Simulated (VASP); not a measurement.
Input of a VASP 6.6.1 run:

INCAR

```
SYSTEM = Si5C
PREC = Accurate ; ENCUT = 600
EDIFF = 1E-7 ; ISMEAR = 0
SIGMA = 0.1 ; LREAL = .FALSE.
LASPH = .TRUE. ; NELM = 100
ALGO = Normal ; ISIF = 3
LWAVE = .FALSE. ; LCHARG = .FALSE.
GGA = PE ; IBRION = 2
NSW = 100 ; EDIFFG = -0.01
```

KPOINTS

```
regular mesh
0
G
  12 12 8
  0 0 0
```

Contents of POSCAR:

```
Si5C
1.0
    4.4085315095      0.0000000000      0.0000000000
   -2.2042657548      3.8179002806      0.0000000000
    0.0000000000      0.0000000000      4.7508573109
Si C
5 1
Direct
    0.3333333333      0.6666666667      0.0000000000
    0.6666666667      0.3333333333      0.0000000000
    0.3333333333      0.6666666667      0.5000000000
    0.6666666667      0.3333333333      0.5000000000
    0.0000000000      0.0000000000      0.5000000000
    0.0000000000      0.0000000000      0.0000000000
```

Potentials or basis: VASP PAW PBE potentials, release 64 (Si, C).

Command:

```bash
$ cat potpaw_PBE.64/Si/POTCAR potpaw_PBE.64/C/POTCAR > POTCAR
$ mpirun -np 1 vasp_std > vasp.out
```

(1) Estimate the relaxed volume.

(2) Predict the relaxed cell.

Results:

(1) 13.37 Å³/atom.

(2) a = 4.434 Å, b = 4.434 Å, c = 4.714 Å, α = 90.00°, β = 90.00°, γ = 120.00°.

Caveat: the highest band is partly filled, so the run has too few bands.
